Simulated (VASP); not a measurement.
# N2 in VASP: further runs

The runs below take N2 through single point, with PBE.

Everything below comes from runs of VASP 6.6.1. Logs are shortened: lines on timing, memory, paths and dates and some standing lists are left out, and cuts for length are marked.

### Step 1. The cell of the first run

The cell holds a molecule in a box, 2 atoms: a = 11.000 Å, b = 11.500 Å, c = 12.000 Å, α = 90.00°, β = 90.00°, γ = 90.00°.

### Step 2. Single point, PBE

Contents of INCAR:

```
SYSTEM = N
  PREC = Accurate
  ENCUT = 1000
  EDIFF = 1E-6
  ISMEAR = 0
  SIGMA = 0.01
  LREAL = .FALSE.
  LASPH = .TRUE.
  NELM = 120
  ALGO = Normal
  ISIF = 2
  LWAVE = .FALSE.
  LCHARG = .FALSE.
  GGA = PE
  NBANDS = 12
  GGA_COMPAT = .FALSE.
  NELMDL = -8
```

Contents of KPOINTS:

```
Automatic mesh
0
G
  1 1 1
  0 0 0
```

Contents of POSCAR:

```
N
1.0
   11.0000000000      0.0000000000      0.0000000000
    0.0000000000     11.5000000000      0.0000000000
    0.0000000000      0.0000000000     12.0000000000
N
2
Direct
    0.5000000000      0.5000000000      0.4540848880
    0.5000000000      0.5000000000      0.5434151120
```

Potentials or basis: VASP PAW PBE potentials, release 64 (N_h).

Launch:

```
$ cat potpaw_PBE.64/N_h/POTCAR > POTCAR
$ mpirun -np 1 vasp_gam > vasp.out
```

OUTCAR:

```text
SYSTEM = N
   PREC = Accurate
   ENCUT = 1000
   EDIFF = 1E-6
   ISMEAR = 0
   LREAL = .FALSE.
   LASPH = .TRUE.
   NELM = 120
   ISIF = 2
   GGA = PE
   NELMDL = -8

 ion  position               nearest neighbor table
   1  0.500  0.500  0.454-   2 1.07
   2  0.500  0.500  0.543-   1 1.07

  LATTYP: Found a simple orthorhombic cell.
 ALAT       =    11.0000000000
 B/A-ratio  =     1.0454545455
 C/A-ratio  =     1.0909090909

  Lattice vectors:

 A1 = (  11.0000000000,   0.0000000000,   0.0000000000)
 A2 = (   0.0000000000,  11.5000000000,   0.0000000000)
 A3 = (   0.0000000000,   0.0000000000,  12.0000000000)

Analysis of symmetry for initial positions (statically):
=====================================================================
 Subroutine PRICEL returns:
 Original cell was already a primitive cell.

 Routine SETGRP: Setting up the symmetry group for a
 simple orthorhombic supercell.

 Subroutine GETGRP returns: Found  8 space group operations
 (whereof  4 operations were pure point group operations)
 out of a pool of  8 trial point group operations.

The static configuration has the point symmetry C_2v.
 The point group associated with its full space group is D_2h.

Analysis of symmetry for dynamics (positions and initial velocities):
=====================================================================
 Subroutine PRICEL returns:
 Original cell was already a primitive cell.

 Routine SETGRP: Setting up the symmetry group for a
 simple orthorhombic supercell.

 Subroutine GETGRP returns: Found  8 space group operations
 (whereof  4 operations were pure point group operations)
 out of a pool of  8 trial point group operations.

The dynamic configuration has the point symmetry C_2v.
 The point group associated with its full space group is D_2h.

 Subroutine INISYM returns: Found  8 space group operations
 (whereof  4 operations are pure point group operations),
 and found     1 'primitive' translations

----------------------------------------------------------------------------------------

                                     Primitive cell

  volume of cell :    1518.0000

  direct lattice vectors                    reciprocal lattice vectors
    11.000000000  0.000000000  0.000000000     0.090909091  0.000000000  0.000000000
     0.000000000 11.500000000  0.000000000     0.000000000  0.086956522  0.000000000
     0.000000000  0.000000000 12.000000000     0.000000000  0.000000000  0.083333333

  length of vectors
    11.000000000 11.500000000 12.000000000     0.090909091  0.086956522  0.083333333

  position of ions in fractional coordinates (direct lattice)
     0.500000000  0.500000000  0.454084888
     0.500000000  0.500000000  0.543415112

  ion indices of the primitive-cell ions
   primitive index   ion index
                 1           1
                 2           2

----------------------------------------------------------------------------------------

 KPOINTS: Automatic mesh

Automatic generation of k-mesh.
 Grid dimensions read from file:
 generate k-points for:    1    1    1

 Generating k-lattice:

  Cartesian coordinates                     Fractional coordinates (reciprocal lattice)
     0.090909091  0.000000000  0.000000000     1.000000000  0.000000000  0.000000000
     0.000000000  0.086956522  0.000000000     0.000000000  1.000000000  0.000000000
     0.000000000  0.000000000  0.083333333     0.000000000  0.000000000  1.000000000

  Length of vectors
     0.090909091  0.086956522  0.083333333

  Shift w.r.t. Gamma in fractional coordinates (k-lattice)
     0.000000000  0.000000000  0.000000000

 Subroutine IBZKPT returns following result:
 ===========================================

 Found      1 irreducible k-points:

 Following reciprocal coordinates:
            Coordinates               Weight
  0.000000  0.000000  0.000000      1.000000
   k-points           NKPTS =      1   k-points in BZ     NKDIM =      1   number of bands    NBANDS=     12
   number of dos      NEDOS =    301   number of ions     NIONS =      2
   total plane-waves  NPLWV = ******
   dimension x,y,z NGX =   120 NGY =  120 NGZ =  126
   dimension x,y,z NGXF=   240 NGYF=  240 NGZF=  252
   ions per type =               2
   NGX,Y,Z   is equivalent  to a cutoff of  18.14, 17.35, 17.46 a.u.
   NGXF,Y,Z  is equivalent  to a cutoff of  36.27, 34.69, 34.91 a.u.
 SYSTEM =  N
   PREC   = accura    normal or accurate (medium, high low for compatibility)
   ISTART =      0    job   : 0-new  1-cont  2-samecut
   ICHARG =      2    charge: 1-file 2-atom 10-const
   ISPIN  =      1    spin polarized calculation?
   LNONCOLLINEAR =      F non collinear calculations
   LSORBIT =      F    spin-orbit coupling
   LASPH  =      T    aspherical Exc in radial PAW
   ENCUT  = 1000.0 eV  73.50 Ry    8.57 a.u.  28.36 29.65 30.94*2*pi/ulx,y,z
   NELM   =    120;   NELMIN=  2; NELMDL= -8     # of ELM steps
   EDIFF  = 0.1E-05   stopping-criterion for ELM
   LREAL  =      F    real-space projection
   EDIFFG = 0.1E-04   stopping-criterion for IOM
   NSW    =      0    number of steps for IOM
   IBRION =     -1    ionic relax: 0-MD 1-quasi-New 2-CG
   NFREE  =      0    steps in history (QN), initial steepest desc. (CG)
   ISIF   =      2    stress and relaxation
   ISYM   =      2    0-nonsym 1-usesym 2-fastsym
   POTIM  = 0.5000    time-step for ionic-motion
   TEBEG  =    0.0;   TEEND  =   0.0 temperature during run
   PSTRESS=    0.0 pullay stress
   NELECT =      10.0000    total number of electrons
   NUPDOWN=      -1.0000    fix difference up-down
   EMIN   =  10.00;   EMAX   =-10.00  energy-range for DOS
   EFERMI =   0.00;   METHOD = LEGACY
   ISMEAR =     0;   SIGMA  =   0.01  broadening in eV -4-tet -1-fermi 0-gaus
   EFERMI_NEDOS =   21; number of points for ismear=-14 and -15
   IALGO  =     38    algorithm
   IMIX   =      4    mixing-type and parameters
     AMIX     =   0.40;   BMIX     =  1.00
     AMIX_MAG =   1.60;   BMIX_MAG =  1.00
  volume/ion in A,a.u.               =     759.00      5121.98
  Fermi-wavevector in a.u.,A,eV,Ry     =   0.306891  0.579940  1.281426  0.094182
  Thomas-Fermi vector in A             =   1.181261
   LORBIT       =      0    0 simple, 1 ext, 2 COOP (PROOUT), +10 PAW based schemes
   GGA     = PE    functional components
   LHFCALC =     F    Hartree Fock is set to
   AEXX    =    0.0000 exact exchange contribution
   IVDW    =     0    specifies the selected vdW correction
   LEPSILON=     F    determine dielectric tensor
   LRPA    =     F    only Hartree local field effects (RPA)
 non-spin polarized calculation
 Gauss-broadening in eV      SIGMA  =   0.01
  energy-cutoff  :     1000.00
  volume of cell :     1518.00
 maximum number of plane-waves:     54492
 NGX is ok and might be reduce to   120
   NGX = 57   NGY = 59   NGZ = 61

 number of electron      10.0000000 magnetization

 Free energy of the ion-electron system (eV)
  ---------------------------------------------------
  ext. energy  EPLUGINS =         0.00000000
  ---------------------------------------------------
  free energy    TOTEN  =       -16.74938600 eV

  energy without entropy =      -16.74938600  energy(sigma->0) =      -16.74938600

 E-fermi : -10.1130     XC(G=0):  -0.4045

 val. band max:      -10.1668581220   @ k =   0.0000   0.0000   0.0000
 cond. band min:      -1.5258952158   @ k =   0.0000   0.0000   0.0000
 fundamental gap:      8.6409629062
 Fermi energy:       -10.1130471036

 k-point     1 :       0.0000    0.0000    0.0000
  band No.  band energies     occupation
      1     -28.5430      2.00000
      2     -13.2116      2.00000
      3     -11.7350      2.00000
      4     -11.7350      2.00000
      5     -10.1669      2.00000
      6      -1.5259      0.00000
      7      -1.5258      0.00000
      8      -0.1527      0.00000
      9       0.8407      0.00000
     10       0.8716      0.00000
     11       0.8779      0.00000
     12       1.0911      0.00000

------------------------ aborting loop because EDIFF is reached ----------------------------------------

  FORCE on cell =-STRESS in cart. coord.  units (eV):
  Direction    XX          YY          ZZ          XY          YZ          ZX
  --------------------------------------------------------------------------------------
  -------------------------------------------------------------------------------------
  Total       -0.0126464     -0.0125289      5.2227085      0.0000000      0.0000000      0.0000000
  in kB       -0.0133477     -0.0132237      5.5123222      0.0000000      0.0000000      0.0000000
  external PRESSURE =       1.8285836 kB  Pullay stress =       0.0000000 kB

 VOLUME and BASIS-vectors are now :
 -----------------------------------------------------------------------------
  energy-cutoff  :     1000.00
  volume of cell :     1518.00
      direct lattice vectors                 reciprocal lattice vectors
    11.000000000  0.000000000  0.000000000     0.090909091  0.000000000  0.000000000
     0.000000000 11.500000000  0.000000000     0.000000000  0.086956522  0.000000000
     0.000000000  0.000000000 12.000000000     0.000000000  0.000000000  0.083333333

 POSITION                                       TOTAL-FORCE (eV/Angst)
 -----------------------------------------------------------------------------------
      5.50000      5.75000      5.44902         0.000000      0.000000     -4.883277
      5.50000      5.75000      6.52098         0.000000      0.000000      4.883277
 -----------------------------------------------------------------------------------
    total drift:                                0.000000      0.000000      0.000026

  FREE ENERGIE OF THE ION-ELECTRON SYSTEM (eV)
  ---------------------------------------------------
  free  energy   TOTEN  =       -16.7493860031 eV

  energy  without entropy=      -16.7493860031  energy(sigma->0) =      -16.74938600
```

Run time: 5.2 min. Hardware: 1 thread of Intel Xeon Platinum 8259CL at 2.50GHz (Skylake/Cascade Lake), shared host; peak memory 2.3 GiB.

What came out:

```
Free energy                     : -16.7494 eV
Largest force                   : 4.883 eV/Å
Gap between the frontier levels : 8.64 eV
```

Forces in eV/Å, atoms in the order of the input:
```
N    0.000  0.000 -4.883
N    0.000  0.000  4.883
```

### Step 3. Single point, PBE

Contents of INCAR:

```
  ALGO = Normal
  EDIFF = 1E-6
  ENCUT = 1000
  GGA = PE
  GGA_COMPAT = False
  ISIF = 2
  ISMEAR = 0
  LASPH = True
  LCHARG = True
  LELF = True
  LREAL = False
  LVHAR = True
  LWAVE = False
  NBANDS = 12
  NELM = 120
  NELMDL = -8
  PREC = Accurate
  SIGMA = 0.01
```

Contents of KPOINTS:

```
k-points
0
Gamma
  1 1 1
```

Edit POSCAR of step 2 so:

```diff
@@ -9,2 +9,2 @@
     0.5000000000      0.5000000000      0.4540848880
-    0.5000000000      0.5000000000      0.5434151120
+    0.5000000000      0.5000000000      0.5446651120
```

Potentials or basis: VASP PAW PBE potentials, release 64 (N_h).

Launch:

```
$ cat potpaw_PBE.64/N_h/POTCAR > POTCAR
$ mpirun -np 1 vasp_gam > vasp.out
```

Wall time 4.5 min (1 thread of Intel Xeon Platinum 8375C at 2.90GHz (Ice Lake), shared host); peak memory 2.3 GiB.

Results (log left out):

```
Free energy                     : -16.8034 eV
Largest force                   : 2.363 eV/Å
Gap between the frontier levels : 8.45 eV
```

Forces on the atoms (eV/Å):
```
N    0.000  0.000 -2.363
N    0.000  0.000  2.363
```

Levels at points of the mesh, in eV from the valence-band top:
| k point | band 2 | band 3 | band 4 | band 5 | band 6 | band 7 | band 8 | band 9 |
| --- | --- | --- | --- | --- | --- | --- | --- | --- |
| (0.00, 0.00, 0.00) | -3.16 | -1.46 | -1.46 | 0.00 | 8.45 | 8.45 | 10.00 | 10.99 |
